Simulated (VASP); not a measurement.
# As (Fm-3m) in VASP: a series of runs

Runs on As. Level: revPBE. Tasks: single point.

Everything below comes from runs of VASP 6.6.1. Logs are shortened: lines on timing, memory, paths and dates and some standing lists are left out, and cuts for length are marked.

## Step 1: The cell of the first run

Symmetry: Fm-3m, No. 225, cubic system. The conventional cell has a = 4.338 Å, b = 4.338 Å, c = 4.338 Å, α = 90.00°, β = 90.00°, γ = 90.00°. As (site symmetry m-3m) has 12 As at 3.07 Å within 4.0 Å.

## Step 2: Single point, revPBE (volume scaled by 1.04)

The input, INCAR:

```
ALGO     = Normal         # electronic algorithm
EDIFF    = 1E-7           # SCF threshold, eV
ENCUT    = 520            # plane-wave cutoff, eV
GGA      = RE             # functional
ISIF     = 2              # what is computed and relaxed
ISMEAR   = -1             # smearing method
LASPH    = T              # aspherical terms in the spheres
LCHARG   = T              # write CHGCAR
LELF     = T              # ELF
LREAL    = F              # projectors in reciprocal space
LVHAR    = T            
LWAVE    = F              # write WAVECAR
NBANDS   = 8              # bands
NELM     = 100            # most SCF steps
PREC     = Accurate       # precision mode
SIGMA    = 0.1            # smearing width, eV
```

The input, KPOINTS:

```
k-points
0
Gamma
  14 14 14
```

The input, POSCAR:

```
As
1.0
    0.0000000000      2.1692499962      2.1692499962
    2.1692499962      0.0000000000      2.1692499962
    2.1692499962      2.1692499962      0.0000000000
As
1
Direct
    0.0000000000      0.0000000000      0.0000000000
```

Potentials or basis: VASP PAW PBE potentials, release 64 (As).

Run with:

```sh
cat potpaw_PBE.64/As/POTCAR > POTCAR
mpirun -np 1 vasp_std > vasp.out
```

OUTCAR:

```text
EDIFF = 1E-7
   ENCUT = 520
   GGA = RE
   ISIF = 2
   ISMEAR = -1
   LASPH = T
   LREAL = F
   NELM = 100
   PREC = Accurate

 ion  position               nearest neighbor table
   1  0.000  0.000  0.000-

  LATTYP: Found a face centered cubic cell.
 ALAT       =     4.3384999924

  Lattice vectors:

 A1 = (   0.0000000000,   2.1692499962,   2.1692499962)
 A2 = (   2.1692499962,   0.0000000000,   2.1692499962)
 A3 = (   2.1692499962,   2.1692499962,   0.0000000000)

Analysis of symmetry for initial positions (statically):
=====================================================================
 Subroutine PRICEL returns:
 Original cell was already a primitive cell.

 Routine SETGRP: Setting up the symmetry group for a
 face centered cubic supercell.

 Subroutine GETGRP returns: Found 48 space group operations
 (whereof 48 operations were pure point group operations)
 out of a pool of 48 trial point group operations.

The static configuration has the point symmetry O_h .

Analysis of symmetry for dynamics (positions and initial velocities):
=====================================================================
 Subroutine PRICEL returns:
 Original cell was already a primitive cell.

 Routine SETGRP: Setting up the symmetry group for a
 face centered cubic supercell.

 Subroutine GETGRP returns: Found 48 space group operations
 (whereof 48 operations were pure point group operations)
 out of a pool of 48 trial point group operations.

The dynamic configuration has the point symmetry O_h .

 Subroutine INISYM returns: Found 48 space group operations
 (whereof 48 operations are pure point group operations),
 and found     1 'primitive' translations

----------------------------------------------------------------------------------------

                                     Primitive cell

  volume of cell :      20.4154

  direct lattice vectors                    reciprocal lattice vectors
     0.000000000  2.169249996  2.169249996    -0.230494411  0.230494411  0.230494411
     2.169249996  0.000000000  2.169249996     0.230494411 -0.230494411  0.230494411
     2.169249996  2.169249996  0.000000000     0.230494411  0.230494411 -0.230494411

  length of vectors
     3.067782765  3.067782765  3.067782765     0.399228031  0.399228031  0.399228031

  position of ions in fractional coordinates (direct lattice)
     0.000000000  0.000000000  0.000000000

  ion indices of the primitive-cell ions
   primitive index   ion index
                 1           1

----------------------------------------------------------------------------------------

 KPOINTS: k-points

Automatic generation of k-mesh.
 Grid dimensions read from file:
 generate k-points for:   14   14   14

 Generating k-lattice:

  Cartesian coordinates                     Fractional coordinates (reciprocal lattice)
    -0.016463886  0.016463886  0.016463886     0.071428571  0.000000000  0.000000000
     0.016463886 -0.016463886  0.016463886     0.000000000  0.071428571  0.000000000
     0.016463886  0.016463886 -0.016463886     0.000000000  0.000000000  0.071428571

  Length of vectors
     0.028516288  0.028516288  0.028516288

  Shift w.r.t. Gamma in fractional coordinates (k-lattice)
     0.000000000  0.000000000  0.000000000

 Subroutine IBZKPT returns following result:
 ===========================================

 Found    104 irreducible k-points:

 Following reciprocal coordinates:
            Coordinates               Weight
  0.000000  0.000000  0.000000      1.000000
  0.071429  0.000000  0.000000      8.000000
  0.142857  0.000000  0.000000      8.000000
  0.214286  0.000000  0.000000      8.000000
  0.285714  0.000000  0.000000      8.000000
  0.357143  0.000000  0.000000      8.000000
[... 16 lines left out ...]
  0.214286  0.142857  0.000000     24.000000
  0.285714  0.142857  0.000000     24.000000
 [... further k-points ...]
   k-points           NKPTS =    104   k-points in BZ     NKDIM =    104   number of bands    NBANDS=      8
   number of dos      NEDOS =    301   number of ions     NIONS =      1
   total plane-waves  NPLWV =  13824
   dimension x,y,z NGX =    24 NGY =   24 NGZ =   24
   dimension x,y,z NGXF=    48 NGYF=   48 NGZF=   48
   ions per type =               1
   NGX,Y,Z   is equivalent  to a cutoff of  13.01, 13.01, 13.01 a.u.
   NGXF,Y,Z  is equivalent  to a cutoff of  26.01, 26.01, 26.01 a.u.
 SYSTEM =  unknown system
   PREC   = accura    normal or accurate (medium, high low for compatibility)
   ISTART =      0    job   : 0-new  1-cont  2-samecut
   ICHARG =      2    charge: 1-file 2-atom 10-const
   ISPIN  =      1    spin polarized calculation?
   LNONCOLLINEAR =      F non collinear calculations
   LSORBIT =      F    spin-orbit coupling
   LASPH  =      T    aspherical Exc in radial PAW
   ENCUT  =  520.0 eV  38.22 Ry    6.18 a.u.   5.70  5.70  5.70*2*pi/ulx,y,z
   NELM   =    100;   NELMIN=  2; NELMDL= -5     # of ELM steps
   EDIFF  = 0.1E-06   stopping-criterion for ELM
   LREAL  =      F    real-space projection
   EDIFFG = 0.1E-05   stopping-criterion for IOM
   NSW    =      0    number of steps for IOM
   IBRION =     -1    ionic relax: 0-MD 1-quasi-New 2-CG
   NFREE  =      0    steps in history (QN), initial steepest desc. (CG)
   ISIF   =      2    stress and relaxation
   ISYM   =      2    0-nonsym 1-usesym 2-fastsym
   POTIM  = 0.5000    time-step for ionic-motion
   TEBEG  =    0.0;   TEEND  =   0.0 temperature during run
   PSTRESS=    0.0 pullay stress
   NELECT =       5.0000    total number of electrons
   NUPDOWN=      -1.0000    fix difference up-down
   EMIN   =  10.00;   EMAX   =-10.00  energy-range for DOS
   EFERMI =   0.00;   METHOD = LEGACY
   ISMEAR =    -1;   SIGMA  =   0.10  broadening in eV -4-tet -1-fermi 0-gaus
   EFERMI_NEDOS =   21; number of points for ismear=-14 and -15
   IALGO  =     38    algorithm
   IMIX   =      4    mixing-type and parameters
     AMIX     =   0.40;   BMIX     =  1.00
     AMIX_MAG =   1.60;   BMIX_MAG =  1.00
  volume/ion in A,a.u.               =      20.42       137.77
  Fermi-wavevector in a.u.,A,eV,Ry     =   1.024264  1.935578 14.274099  1.049117
  Thomas-Fermi vector in A             =   2.158042
   LORBIT       =      0    0 simple, 1 ext, 2 COOP (PROOUT), +10 PAW based schemes
   GGA     = RE    functional components
   LHFCALC =     F    Hartree Fock is set to
   AEXX    =    0.0000 exact exchange contribution
   IVDW    =     0    specifies the selected vdW correction
   LEPSILON=     F    determine dielectric tensor
   LRPA    =     F    only Hartree local field effects (RPA)
 non-spin polarized calculation
  energy-cutoff  :      520.00
  volume of cell :       20.42
 maximum number of plane-waves:       568
   NGX = 11   NGY = 11   NGZ = 11

 number of electron       4.9999999 magnetization

 Free energy of the ion-electron system (eV)
  ---------------------------------------------------
  ext. energy  EPLUGINS =         0.00000000
  ---------------------------------------------------
  free energy    TOTEN  =        -3.78857191 eV

  energy without entropy =       -3.76110583  energy(sigma->0) =       -3.77483887

 E-fermi :   5.9117     XC(G=0): -10.4472

 val. band max:        5.8553524693   @ k =  -0.3571   0.2143   0.0714
 cond. band min:       5.9131063770   @ k =   0.2857   0.2143   0.0000
 fundamental gap:      0.0577539077
 Fermi energy:         5.9117226951

 k-point     1 :       0.0000    0.0000    0.0000
  band No.  band energies     occupation
      1      -8.6932      2.00000
      2      11.0963      0.00000
      3      11.0963      0.00000
      4      11.0963      0.00000
      5      17.9092      0.00000
      6      17.9092      0.00000
      7      17.9092      0.00000
      8      18.8617      0.00000

 k-point     2 :       0.0714    0.0000    0.0000
  band No.  band energies     occupation
      1      -8.5811      2.00000
      2      10.1972      0.00000
      3      10.9776      0.00000
      4      10.9776      0.00000
      5      17.3794      0.00000
      6      18.1432      0.00000
      7      18.1432      0.00000
      8      19.4146      0.00000

 k-point     3 :       0.1429    0.0000    0.0000
  band No.  band energies     occupation
      1      -8.2467      2.00000
      2       8.2233      0.00000
      3      10.6824      0.00000
      4      10.6824      0.00000
      5      16.5992      0.00000
      6      18.6405      0.00000
      7      18.6405      0.00000
      8      20.6545      0.00000

 k-point     4 :       0.2143    0.0000    0.0000
  band No.  band energies     occupation
      1      -7.6973      2.00000
      2       5.9779      0.68054
      3      10.3263      0.00000
      4      10.3263      0.00000
      5      15.9833      0.00000
      6      18.6866      0.00000
      7      18.6866      0.00000
      8      21.4985      0.00000

 k-point     5 :       0.2857    0.0000    0.0000
  band No.  band energies     occupation
      1      -6.9509      2.00000
      2       3.7892      2.00000
      3       9.9979      0.00000
      4       9.9979      0.00000
      5      15.5532      0.00000
      6      18.0953      0.00000
      7      18.0953      0.00000
      8      20.7759      0.00000

 k-point     6 :       0.3571    0.0000    0.0000
  band No.  band energies     occupation
      1      -6.0547      2.00000
      2       1.8187      2.00000
      3       9.7451      0.00000
      4       9.7451      0.00000
      5      15.2859      0.00000
      6      17.4720      0.00000
      7      17.4720      0.00000
      8      19.9769      0.00000

 k-point     7 :       0.4286    0.0000    0.0000
  band No.  band energies     occupation
      1      -5.1542      2.00000
      2       0.2600      2.00000
      3       9.5888      0.00000
      4       9.5888      0.00000
      5      15.1479      0.00000
      6      17.0560      0.00000
      7      17.0560      0.00000
      8      19.4501      0.00000
[... 133 lines left out ...]
 k-point    20 :      -0.1429    0.0714    0.0000
  band No.  band energies     occupation
      1      -7.9884      2.00000
      2       7.4669      0.00000
      3       9.4526      0.00000
      4      10.9235      0.00000
      5      16.7593      0.00000
      6      18.5628      0.00000
      7      18.7830      0.00000
      8      20.3167      0.00000

 k-point    21 :      -0.0714    0.0714    0.0000
  band No.  band energies     occupation
      1      -8.3948      2.00000
      2       9.3310      0.00000
      3      10.1310      0.00000
      4      11.0824      0.00000
      5      17.0898      0.00000
      6      18.2017      0.00000
      7      18.4507      0.00000
      8      20.2021      0.00000

 k-point    22 :       0.1429    0.1429    0.0000
  band No.  band energies     occupation
      1      -8.0972      2.00000
      2       9.0805      0.00000
      3       9.6405      0.00000
      4       9.6405      0.00000
      5      15.2871      0.00000
      6      18.0521      0.00000
      7      20.1230      0.00000
      8      20.1230      0.00000

 k-point    23 :       0.2143    0.1429    0.0000
  band No.  band energies     occupation
      1      -7.6923      2.00000
      2       7.4440      0.00000
      3       9.1384      0.00000
      4       9.4114      0.00000
      5      14.9987      0.00000
      6      16.9532      0.00000
      7      20.3010      0.00000
      8      20.8465      0.00000

 k-point    24 :       0.2857    0.1429    0.0000
  band No.  band energies     occupation
      1      -7.0790      2.00000
      2       5.3935      1.98883
      3       8.7617      0.00000
      4       8.9517      0.00000
      5      14.9594      0.00000
      6      16.7559      0.00000
      7      20.0931      0.00000
      8      20.7217      0.00000

 [... further k-points ...]
[... 5 lines left out ...]
  --------------------------------------------------------------------------------------
  -------------------------------------------------------------------------------------
  Total       -0.3534021     -0.3534021     -0.3534021      0.0000000      0.0000000      0.0000000
  in kB      -27.7345339    -27.7345339    -27.7345339      0.0000000      0.0000000      0.0000000
  external PRESSURE =     -27.7345339 kB  Pullay stress =       0.0000000 kB

 VOLUME and BASIS-vectors are now :
 -----------------------------------------------------------------------------
  energy-cutoff  :      520.00
  volume of cell :       20.42
      direct lattice vectors                 reciprocal lattice vectors
     0.000000000  2.169249996  2.169249996    -0.230494411  0.230494411  0.230494411
     2.169249996  0.000000000  2.169249996     0.230494411 -0.230494411  0.230494411
     2.169249996  2.169249996  0.000000000     0.230494411  0.230494411 -0.230494411

 POSITION                                       TOTAL-FORCE (eV/Angst)
 -----------------------------------------------------------------------------------
      0.00000      0.00000      0.00000         0.000000      0.000000      0.000000
 -----------------------------------------------------------------------------------
    total drift:                                0.000000      0.000000      0.000000

  FREE ENERGIE OF THE ION-ELECTRON SYSTEM (eV)
  ---------------------------------------------------
  free  energy   TOTEN  =        -3.7885719075 eV

  energy  without entropy=       -3.7611058274  energy(sigma->0) =       -3.77483887
```

Run time: 4.7 s. Hardware: 1 thread of Intel Xeon 6975P-C (Granite Rapids), shared host; peak memory 0.14 GiB.

Results:

| Property | Result |
| --- | --- |
| Free energy | -3.7886 eV |
| Pressure | -2.8 GPa |

Levels at points of the mesh, in eV from the Fermi level:
| k point | band 1 | band 2 | band 3 | band 4 | band 5 | band 6 |
| --- | --- | --- | --- | --- | --- | --- |
| (0.00, 0.00, 0.00) | -14.60 | 5.18 | 5.18 | 5.18 | 12.00 | 12.00 |
| (0.50, 0.00, 0.00) | -10.61 | -6.33 | 3.62 | 3.62 | 9.20 | 11.00 |
| (0.50, 0.50, 0.00) | -8.95 | -5.32 | 0.43 | 0.43 | 4.92 | 5.63 |

Caveat: the PAW data sets were made with another functional, which shifts forces and pressure a little.

## Step 3: Single point, revPBE (volume scaled by 1.08)

The input, INCAR:

```
PREC     = Accurate       # precision mode
ENCUT    = 520            # plane-wave cutoff, eV
EDIFF    = 1E-6           # SCF threshold, eV
ISMEAR   = -1             # smearing method
SIGMA    = 0.1            # smearing width, eV
LREAL    = False          # projectors in reciprocal space
LASPH    = True           # aspherical terms in the spheres
NELM     = 60             # most SCF steps
ALGO     = Normal         # electronic algorithm
ISIF     = 2              # what is computed and relaxed
LWAVE    = False          # write WAVECAR
LCHARG   = True           # write CHGCAR
GGA      = RE             # functional
LELF     = True           # ELF
LVHAR    = True         
NBANDS   = 8              # bands
```

The input, KPOINTS:

```
Automatic mesh
0
Gamma
  14 14 14
```

The input, POSCAR:

```
As
1.0
    0.0000000000      2.1967117722      2.1967117722
    2.1967117722      0.0000000000      2.1967117722
    2.1967117722      2.1967117722      0.0000000000
As
1
Direct
    0.0000000000      0.0000000000      0.0000000000
```

Potentials or basis: VASP PAW PBE potentials, release 64 (As).

Run with:

```sh
cat potpaw_PBE.64/As/POTCAR > POTCAR
mpirun -np 1 vasp_std > vasp.out
```

Wall time 5.1 s (1 thread of Intel Xeon 6975P-C (Granite Rapids), shared host); peak memory 0.14 GiB.

The run converged. Its results:

| Property | Result |
| --- | --- |
| Free energy | -3.7696 eV |
| Pressure | -4.9 GPa |

Levels at points of the mesh, in eV from the Fermi level:
```csv
k point,band 1,band 2,band 3,band 4,band 5
"(0.00, 0.00, 0.00)",-14.29,4.92,4.92,4.92,11.86
"(0.50, 0.00, 0.00)",-10.52,-6.07,3.44,3.44,8.96
"(0.50, 0.50, 0.00)",-8.98,-5.10,0.42,0.42,4.92
```

Caveat: the PAW data sets were made with another functional, which shifts forces and pressure a little.

[end of part 1 of 2]
